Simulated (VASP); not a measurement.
Here is a VASP 6.6.1 calculation.

File INCAR:

```
SYSTEM = Hf
ALGO = Normal ; EDIFF = 1E-6
ENCUT = 520 ; GGA = PE
ISIF = 2 ; ISMEAR = 0
LASPH = .TRUE. ; LCHARG = .FALSE.
LREAL = .FALSE. ; LWAVE = .FALSE.
NBANDS = 11 ; NELM = 100
PREC = Accurate ; SIGMA = 0.011
```

KPOINTS

```
k-points
0
G
  10 10 10
  0 0 0
```

POSCAR

```
Hf
1.0
    0.0000000000      2.2200000000      2.2200000000
    2.2200000000      0.0000000000      2.2200000000
    2.2200000000      2.2200000000      0.0000000000
Hf
1
Direct
    0.0000000000      0.0000000000      0.0000000000
```

Potentials or basis: VASP PAW PBE potentials, release 64 (Hf_pv).

Launch:

```bash
$ cat potpaw_PBE.64/Hf_pv/POTCAR > POTCAR
$ mpirun -np 1 vasp_std > vasp.out
```

(1) What does it give for the band gap on the k mesh?

(2) Estimate the pressure.

Answers

(1) zero (band 5 reaches 6.32 eV, above the bottom of band 6 at 4.50 eV).

(2) 2.5 GPa.

Caveat: spin-orbit coupling is left out, which moves the levels of the heavy elements.
